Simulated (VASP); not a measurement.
# Bi (Im-3m) in VASP: further runs

Bi is run at these levels: PBE+D3(BJ); tasks: single point.

All numbers are computed with VASP 6.6.1; they aren't measurements. Logs are shortened: lines on timing, memory, paths and dates and some standing lists are left out, and cuts for length are marked.

## 1. The cell of the first run

It takes space group Im-3m (No. 229, cubic). The conventional cell has a = 3.996 Å, b = 3.996 Å, c = 3.996 Å, α = 90.00°, β = 90.00°, γ = 90.00°. Within 4.5 Å of Bi (site symmetry m-3m) lie 14 Bi at 3.46 to 4.00 Å.

## 2. Single point, PBE+D3(BJ) (volume scaled by 1.06)

File INCAR:

```
SYSTEM = Bi
PREC     = Accurate       ! precision mode
ENCUT    = 520            ! plane-wave cutoff, eV
EDIFF    = 1E-7           ! SCF threshold, eV
ISMEAR   = 0              ! smearing method
SIGMA    = 0.1            ! smearing width, eV
LREAL    = .FALSE.        ! projectors in reciprocal space
LASPH    = .TRUE.         ! aspherical terms in the spheres
NELM     = 100            ! most SCF steps
ALGO     = Fast           ! electronic algorithm
ISIF     = 2              ! what is computed and relaxed
LWAVE    = .FALSE.        ! write WAVECAR
LCHARG   = .FALSE.        ! write CHGCAR
GGA      = PE             ! functional
IVDW     = 12             ! dispersion correction
NBANDS   = 14             ! bands
```

File KPOINTS:

```
Automatic mesh
0
G
  16 16 16
  0 0 0
```

File POSCAR:

```
Bi
1.0
   -1.9978996945      1.9978996945      1.9978996945
    1.9978996945     -1.9978996945      1.9978996945
    1.9978996945      1.9978996945     -1.9978996945
Bi
1
Direct
    0.0000000000      0.0000000000      0.0000000000
```

Potentials or basis: VASP PAW PBE potentials, release 64 (Bi_d).

Command:

```console
cat potpaw_PBE.64/Bi_d/POTCAR > POTCAR
mpirun -np 1 vasp_std > vasp.out
```

OUTCAR:

```text
SYSTEM = Bi
   PREC = Accurate
   ENCUT = 520
   EDIFF = 1E-7
   ISMEAR = 0
   LREAL = .FALSE.
   LASPH = .TRUE.
   NELM = 100
   ISIF = 2
   GGA = PE
   IVDW = 12
 IVDW          = 12

 ion  position               nearest neighbor table
   1  0.000  0.000  0.000-

  LATTYP: Found a body centered cubic cell.
 ALAT       =     3.9957993890

  Lattice vectors:

 A1 = (  -1.9978996945,   1.9978996945,   1.9978996945)
 A2 = (   1.9978996945,  -1.9978996945,   1.9978996945)
 A3 = (   1.9978996945,   1.9978996945,  -1.9978996945)

Analysis of symmetry for initial positions (statically):
=====================================================================
 Subroutine PRICEL returns:
 Original cell was already a primitive cell.

 Routine SETGRP: Setting up the symmetry group for a
 body centered cubic supercell.

 Subroutine GETGRP returns: Found 48 space group operations
 (whereof 48 operations were pure point group operations)
 out of a pool of 48 trial point group operations.

The static configuration has the point symmetry O_h .

Analysis of symmetry for dynamics (positions and initial velocities):
=====================================================================
 Subroutine PRICEL returns:
 Original cell was already a primitive cell.

 Routine SETGRP: Setting up the symmetry group for a
 body centered cubic supercell.

 Subroutine GETGRP returns: Found 48 space group operations
 (whereof 48 operations were pure point group operations)
 out of a pool of 48 trial point group operations.

The dynamic configuration has the point symmetry O_h .

 Subroutine INISYM returns: Found 48 space group operations
 (whereof 48 operations are pure point group operations),
 and found     1 'primitive' translations

----------------------------------------------------------------------------------------

                                     Primitive cell

  volume of cell :      31.8993

  direct lattice vectors                    reciprocal lattice vectors
    -1.997899695  1.997899695  1.997899695     0.000000000  0.250262814  0.250262814
     1.997899695 -1.997899695  1.997899695     0.250262814  0.000000000  0.250262814
     1.997899695  1.997899695 -1.997899695     0.250262814  0.250262814  0.000000000

  length of vectors
     3.460463779  3.460463779  3.460463779     0.353925066  0.353925066  0.353925066

  position of ions in fractional coordinates (direct lattice)
     0.000000000  0.000000000  0.000000000

  ion indices of the primitive-cell ions
   primitive index   ion index
                 1           1

----------------------------------------------------------------------------------------

 KPOINTS: Automatic mesh

Automatic generation of k-mesh.
 Grid dimensions read from file:
 generate k-points for:   16   16   16

 Generating k-lattice:

  Cartesian coordinates                     Fractional coordinates (reciprocal lattice)
     0.000000000  0.015641426  0.015641426     0.062500000  0.000000000  0.000000000
     0.015641426  0.000000000  0.015641426     0.000000000  0.062500000  0.000000000
     0.015641426  0.015641426  0.000000000     0.000000000  0.000000000  0.062500000

  Length of vectors
     0.022120317  0.022120317  0.022120317

  Shift w.r.t. Gamma in fractional coordinates (k-lattice)
     0.000000000  0.000000000  0.000000000

 Subroutine IBZKPT returns following result:
 ===========================================

 Found    145 irreducible k-points:

 Following reciprocal coordinates:
            Coordinates               Weight
  0.000000  0.000000  0.000000      1.000000
  0.062500  0.000000  0.000000     12.000000
  0.125000  0.000000  0.000000     12.000000
  0.187500  0.000000  0.000000     12.000000
  0.250000  0.000000  0.000000     12.000000
  0.312500  0.000000  0.000000     12.000000
[... 16 lines left out ...]
  0.187500  0.187500  0.000000     24.000000
  0.250000  0.187500 -0.000000     48.000000
 [... further k-points ...]
   k-points           NKPTS =    145   k-points in BZ     NKDIM =    145   number of bands    NBANDS=     14
   number of dos      NEDOS =    301   number of ions     NIONS =      1
   total plane-waves  NPLWV =  21952
   dimension x,y,z NGX =    28 NGY =   28 NGZ =   28
   dimension x,y,z NGXF=    56 NGYF=   56 NGZF=   56
   ions per type =               1
   NGX,Y,Z   is equivalent  to a cutoff of  13.45, 13.45, 13.45 a.u.
   NGXF,Y,Z  is equivalent  to a cutoff of  26.90, 26.90, 26.90 a.u.
 SYSTEM =  Bi
   PREC   = accura    normal or accurate (medium, high low for compatibility)
   ISTART =      0    job   : 0-new  1-cont  2-samecut
   ICHARG =      2    charge: 1-file 2-atom 10-const
   ISPIN  =      1    spin polarized calculation?
   LNONCOLLINEAR =      F non collinear calculations
   LSORBIT =      F    spin-orbit coupling
   LASPH  =      T    aspherical Exc in radial PAW
   ENCUT  =  520.0 eV  38.22 Ry    6.18 a.u.   6.43  6.43  6.43*2*pi/ulx,y,z
   NELM   =    100;   NELMIN=  2; NELMDL= -5     # of ELM steps
   EDIFF  = 0.1E-06   stopping-criterion for ELM
   LREAL  =      F    real-space projection
   EDIFFG = 0.1E-05   stopping-criterion for IOM
   NSW    =      0    number of steps for IOM
   IBRION =     -1    ionic relax: 0-MD 1-quasi-New 2-CG
   NFREE  =      0    steps in history (QN), initial steepest desc. (CG)
   ISIF   =      2    stress and relaxation
   ISYM   =      2    0-nonsym 1-usesym 2-fastsym
   POTIM  = 0.5000    time-step for ionic-motion
   TEBEG  =    0.0;   TEEND  =   0.0 temperature during run
   PSTRESS=    0.0 pullay stress
   NELECT =      15.0000    total number of electrons
   NUPDOWN=      -1.0000    fix difference up-down
   EMIN   =  10.00;   EMAX   =-10.00  energy-range for DOS
   EFERMI =   0.00;   METHOD = LEGACY
   ISMEAR =     0;   SIGMA  =   0.10  broadening in eV -4-tet -1-fermi 0-gaus
   EFERMI_NEDOS =   21; number of points for ismear=-14 and -15
   IALGO  =     68    algorithm
   IMIX   =      4    mixing-type and parameters
     AMIX     =   0.40;   BMIX     =  1.00
     AMIX_MAG =   1.60;   BMIX_MAG =  1.00
  volume/ion in A,a.u.               =      31.90       215.27
  Fermi-wavevector in a.u.,A,eV,Ry     =   1.273048  2.405713 22.050311  1.620652
  Thomas-Fermi vector in A             =   2.405893
   LORBIT       =      0    0 simple, 1 ext, 2 COOP (PROOUT), +10 PAW based schemes
   GGA     = PE    functional components
   LHFCALC =     F    Hartree Fock is set to
   AEXX    =    0.0000 exact exchange contribution
   IVDW    =    12    specifies the selected vdW correction
   LEPSILON=     F    determine dielectric tensor
   LRPA    =     F    only Hartree local field effects (RPA)
 non-spin polarized calculation
 RMM-DIIS sequential band-by-band and
 Gauss-broadening in eV      SIGMA  =   0.10
  energy-cutoff  :      520.00
  volume of cell :       31.90
 maximum number of plane-waves:       893
 NGX is ok and might be reduce to    28
   NGX = 13   NGY = 13   NGZ = 13

 number of electron      15.0000001 magnetization

 Free energy of the ion-electron system (eV)
  ---------------------------------------------------
  ext. energy  EPLUGINS =         0.00000000
  ---------------------------------------------------
  free energy    TOTEN  =        -3.75579020 eV

  energy without entropy =       -3.75109921  energy(sigma->0) =       -3.75344470

 E-fermi :   7.5896     XC(G=0): -10.1750

 val. band max:        7.5815558907   @ k =  -0.4375   0.5000   0.1250
 cond. band min:       7.5902140436   @ k =   0.1875   0.0625   0.0000
 fundamental gap:      0.0086581529
 Fermi energy:         7.5896488724

 k-point     1 :       0.0000    0.0000    0.0000
  band No.  band energies     occupation
      1     -15.4084      2.00000
      2     -15.4084      2.00000
      3     -15.4084      2.00000
      4     -15.2901      2.00000
      5     -15.2901      2.00000
      6      -5.7400      2.00000
      7      12.5551      0.00000
      8      12.5551      0.00000
      9      12.5551      0.00000
     10      16.4270      0.00000
     11      18.0806      0.00000
     12      18.0806      0.00000
     13      18.0806      0.00000
     14      19.1372      0.00000

 k-point     2 :       0.0625    0.0000    0.0000
  band No.  band energies     occupation
      1     -15.4098      2.00000
      2     -15.4059      2.00000
      3     -15.4012      2.00000
      4     -15.2917      2.00000
      5     -15.2904      2.00000
      6      -5.6710      2.00000
      7      11.7808      0.00000
      8      12.3403      0.00000
      9      12.4950      0.00000
     10      16.8814      0.00000
     11      17.4561      0.00000
     12      17.6304      0.00000
     13      17.9493      0.00000
     14      19.4453      0.00000

 k-point     3 :       0.1250    0.0000    0.0000
  band No.  band energies     occupation
      1     -15.4137      2.00000
      2     -15.3993      2.00000
      3     -15.3804      2.00000
      4     -15.2961      2.00000
      5     -15.2911      2.00000
      6      -5.4652      2.00000
      7      10.2224      0.00000
      8      11.8053      0.00000
      9      12.3200      0.00000
     10      16.1328      0.00000
     11      16.9843      0.00000
     12      17.7888      0.00000
     13      18.2650      0.00000
     14      20.2297      0.00000

 k-point     4 :       0.1875    0.0000    0.0000
  band No.  band energies     occupation
      1     -15.4195      2.00000
      2     -15.3906      2.00000
      3     -15.3492      2.00000
      4     -15.3016      2.00000
      5     -15.2923      2.00000
      6      -5.1280      2.00000
      7       8.5056      0.00000
      8      11.1423      0.00000
      9      12.0547      0.00000
     10      15.2894      0.00000
     11      16.4125      0.00000
     12      17.8214      0.00000
     13      19.0276      0.00000
     14      21.3890      0.00000

 k-point     5 :       0.2500    0.0000    0.0000
  band No.  band energies     occupation
      1     -15.4264      2.00000
      2     -15.3833      2.00000
      3     -15.3121      2.00000
      4     -15.3055      2.00000
      5     -15.2937      2.00000
      6      -4.6715      2.00000
      7       6.8289      2.00000
      8      10.4894      0.00000
      9      11.7461      0.00000
     10      14.6193      0.00000
     11      15.9426      0.00000
[... 276 lines left out ...]
 k-point    22 :       0.4375    0.1250   -0.0000
  band No.  band energies     occupation
      1     -15.4320      2.00000
      2     -15.3755      2.00000
      3     -15.3018      2.00000
      4     -15.2970      2.00000
      5     -15.2249      2.00000
      6      -2.7147      2.00000
      7       2.9364      2.00000
      8       7.8279      0.00075
      9      10.3253      0.00000
     10      14.5097      0.00000
     11      16.8361      0.00000
     12      19.1648      0.00000
     13      20.3019      0.00000
     14      24.9110      0.00000

 k-point    23 :       0.1875    0.1875    0.0000
  band No.  band energies     occupation
      1     -15.4172      2.00000
      2     -15.3786      2.00000
      3     -15.3104      2.00000
      4     -15.2995      2.00000
      5     -15.2758      2.00000
      6      -4.0020      2.00000
      7       5.6487      2.00000
      8       8.3787      0.00000
      9      10.7649      0.00000
     10      15.5548      0.00000
     11      16.5111      0.00000
     12      19.0448      0.00000
     13      20.0733      0.00000
     14      21.7977      0.00000

 k-point    24 :       0.2500    0.1875   -0.0000
  band No.  band energies     occupation
      1     -15.4190      2.00000
      2     -15.3699      2.00000
      3     -15.3084      2.00000
      4     -15.3023      2.00000
      5     -15.2570      2.00000
      6      -3.4680      2.00000
      7       4.6789      2.00000
      8       7.5176      1.69169
      9      10.4535      0.00000
     10      15.4078      0.00000
     11      16.8892      0.00000
     12      19.1266      0.00000
     13      21.1757      0.00000
     14      21.6478      0.00000

 [... further k-points ...]

------------------------ aborting loop because EDIFF is reached ----------------------------------------

 Edisp (eV)   -0.49441

 E8    (eV) :    -0.2432

  FORCE on cell =-STRESS in cart. coord.  units (eV):
  Direction    XX          YY          ZZ          XY          YZ          ZX
  --------------------------------------------------------------------------------------
  -------------------------------------------------------------------------------------
  Total      -0.58198    -0.58198    -0.58198     0.00000     0.00000    -0.00000
  in kB     -29.23077   -29.23077   -29.23077     0.00000     0.00000    -0.00000
  external pressure =      -29.23 kB  Pullay stress =        0.00 kB

 VOLUME and BASIS-vectors are now :
 -----------------------------------------------------------------------------
  energy-cutoff  :      520.00
  volume of cell :       31.90
      direct lattice vectors                 reciprocal lattice vectors
    -1.997899695  1.997899695  1.997899695     0.000000000  0.250262814  0.250262814
     1.997899695 -1.997899695  1.997899695     0.250262814  0.000000000  0.250262814
     1.997899695  1.997899695 -1.997899695     0.250262814  0.250262814  0.000000000

 POSITION                                       TOTAL-FORCE (eV/Angst)
 -----------------------------------------------------------------------------------
      0.00000      0.00000      0.00000        -0.000000     -0.000000     -0.000000
 -----------------------------------------------------------------------------------
    total drift:                               -0.000000     -0.000000     -0.000000

  FREE ENERGIE OF THE ION-ELECTRON SYSTEM (eV)
  ---------------------------------------------------
  free  energy   TOTEN  =        -4.2501992155 eV

  energy  without entropy=       -4.2455082240  energy(sigma->0) =       -4.24785372
```

Wall time 83 s (1 thread of Intel Xeon Platinum 8259CL at 2.50GHz (Skylake/Cascade Lake), shared host); peak memory 0.2 GiB.

Results:

| Item | Value |
| --- | --- |
| Free energy | -4.2502 eV |
| Pressure | -2.9 GPa |
| Dispersion energy per atom | -0.494 eV |

Caveat: spin-orbit coupling is left out, which moves the levels of the heavy elements; pairwise dispersion overbinds metals, which lowers pressure and volume.

## 3. Single point, PBE+D3(BJ) (volume scaled by 1.10)

File INCAR:

```
SYSTEM = Bi
  PREC = Accurate
  ENCUT = 520
  EDIFF = 1E-7
  ISMEAR = 0
  SIGMA = 0.1
  LREAL = .False.
  LASPH = .True.
  NELM = 80
  ALGO = Normal
  ISIF = 2
  LWAVE = .False.
  LCHARG = .True.
  GGA = PE
  IVDW = 12
  LELF = .True.
  LVHAR = .True.
  NBANDS = 14
```

File KPOINTS:

```
Automatic mesh
0
Gamma
  16 16 16
  0 0 0
```

File POSCAR:

```
Bi
1.0
   -2.0227208622      2.0227208622      2.0227208622
    2.0227208622     -2.0227208622      2.0227208622
    2.0227208622      2.0227208622     -2.0227208622
Bi
1
Direct
    0.0000000000      0.0000000000      0.0000000000
```

Potentials or basis: VASP PAW PBE potentials, release 64 (Bi_d).

Command:

```console
cat potpaw_PBE.64/Bi_d/POTCAR > POTCAR
mpirun -np 1 vasp_std > vasp.out
```

Wall time 60 s (1 thread of Intel Xeon Platinum 8259CL at 2.50GHz (Skylake/Cascade Lake), shared host); peak memory 0.2 GiB.

It converged, with:

| Item | Value |
| --- | --- |
| Free energy | -4.2230 eV |
| Pressure | -4.4 GPa |
| Dispersion energy per atom | -0.477 eV |

Levels at points of the mesh, in eV from the Fermi level:
```csv
k point,band 5,band 6,band 7,band 8,band 9,band 10
"(0.00, 0.00, 0.00)",-22.87,-13.09,4.71,4.71,4.71,8.39
"(0.50, 0.00, 0.00)",-22.80,-10.38,-4.70,1.48,3.30,5.78
"(0.50, 0.50, 0.50)",-22.82,-8.53,-1.65,-1.65,-1.65,3.61
```

Caveat: spin-orbit coupling is left out, which moves the levels of the heavy elements; pairwise dispersion overbinds metals, which lowers pressure and volume.

(Continued in part 2 of 2.)
